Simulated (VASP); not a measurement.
**BN: single point with PBE**

Crystal: BN.

```xyz
2
Lattice="0.0000 1.7835 1.7835 1.7835 0.0000 1.7835 1.7835 1.7835 0.0000" Properties=species:S:1:pos:R:3 pbc="T T T"
B     0.0000    0.0000    0.0000
N     0.8918    0.8918    0.8918
```

```json
{
 "Program": "VASP 6.6.1",
 "Task": "single point",
 "Functional": "PBE",
 "Potentials or basis": "VASP PAW PBE potentials, release 64 (B, N)",
 "Cutoff": "600 eV",
 "k mesh": "12 × 12 × 12",
 "Occupations": "gaussian, width 0.01 eV",
 "Spin": "no spin polarisation"
}
```

* Pressure: 19.6 GPa
* Band gap on the k mesh: 4.50 eV, indirect (least direct gap 9.01 eV)

Levels at points of the mesh, in eV from the valence-band top:
| k point | band 2 | band 3 | band 4 | band 5 | band 6 | band 7 |
| --- | --- | --- | --- | --- | --- | --- |
| (0.00, 0.00, 0.00) | 0.00 | 0.00 | 0.00 | 9.01 | 9.01 | 9.01 |
| (0.50, 0.00, 0.00) | -11.07 | -2.02 | -2.02 | 10.68 | 10.93 | 10.93 |
| (0.50, 0.50, 0.00) | -9.18 | -5.11 | -5.11 | 4.50 | 9.46 | 18.54 |

It took 5.4 s on 1 thread of Intel(R) Xeon(R) 6975P-C (Granite Rapids), on a shared host, peak memory 0.12 GiB.

A k mesh can miss the band edges. As with any semilocal functional, this PBE gap is likely too small.
